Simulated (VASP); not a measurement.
## MgS: relaxation of cell and atoms with PBEsol

MgS:

```
Mg S
1.0
     0.00000    2.60165    2.60165
     2.60165    0.00000    2.60165
     2.60165    2.60165    0.00000
Mg S
1 1
Direct
  0.00000 0.00000 0.00000
  0.50000 0.50000 0.50000
```

```
Program                : VASP 6.6.1
Task                   : relaxation of cell and atoms
Functional             : PBEsol
Potentials or basis    : VASP PAW PBE potentials, release 64 (Mg, S)
Cutoff                 : 600 eV
k mesh                 : 8 × 8 × 8
Occupations            : gaussian, width 0.02 eV
Spin                   : no spin polarisation
Dipole correction      : no
Further INCAR settings : ALGO = Normal; EDIFF = 1e-06; IBRION = 2; EDIFFG = -0.005; NSW = 100; ISIF = 3
```

- Relaxed volume: 17.36 Å³/atom
- Relaxed cell: a = 3.662 Å, b = 3.662 Å, c = 3.662 Å, α = 60.00°, β = 60.00°, γ = 60.00°
- Space group after relaxing (to 0.05 Å): Fm-3m (No. 225)
- Energy gained by relaxing: 0.9 meV/atom
- Ionic steps: 3
- Pressure after relaxing: 0.0 GPa
- Band gap on the k mesh: 2.73 eV, indirect (least direct gap 3.71 eV)

The path:
```
step  energy change (eV)  largest force (eV/Å)  pressure (GPa)  volume (Å³)
   1              0.0000                0.0000           -1.11        35.22
   2             -0.0017                0.0000            0.27        34.60
   3             -0.0018                0.0000            0.00        34.71
```

Final structure:
```cif
data_structure
_symmetry_space_group_name_H-M 'P 1'
_symmetry_Int_Tables_number 1
_cell_length_a 3.6616
_cell_length_b 3.6616
_cell_length_c 3.6616
_cell_angle_alpha 60.000
_cell_angle_beta 60.000
_cell_angle_gamma 60.000
_cell_volume 34.71
loop_
_atom_site_label
_atom_site_type_symbol
_atom_site_fract_x
_atom_site_fract_y
_atom_site_fract_z
_atom_site_occupancy
Mg1 Mg 0.00000 0.00000 0.00000 1
S1 S 0.50000 0.50000 0.50000 1
```

Levels at points of the mesh, in eV from the valence-band top:
```
           k point  band 1  band 2  band 3  band 4  band 5  band 6  band 7  band 8
(0.00, 0.00, 0.00)  -12.77    0.00    0.00    0.00    3.71    7.84    7.84    7.84
(0.50, 0.00, 0.00)  -11.40   -4.97   -0.62   -0.62    4.42    6.84    6.84   10.22
(0.50, 0.50, 0.00)  -11.01   -4.34   -1.74   -1.74    2.73    4.20   12.01   12.86
```

It took 18 s on 1 thread of Intel(R) Xeon(R) Platinum 8488C (Sapphire Rapids) (shared host), peak memory 0.17 GiB.

Caveat: the PAW data sets were made with another functional, which shifts forces and pressure a little. PBEsol gaps usually lie below the measured ones, often by a third to a half.
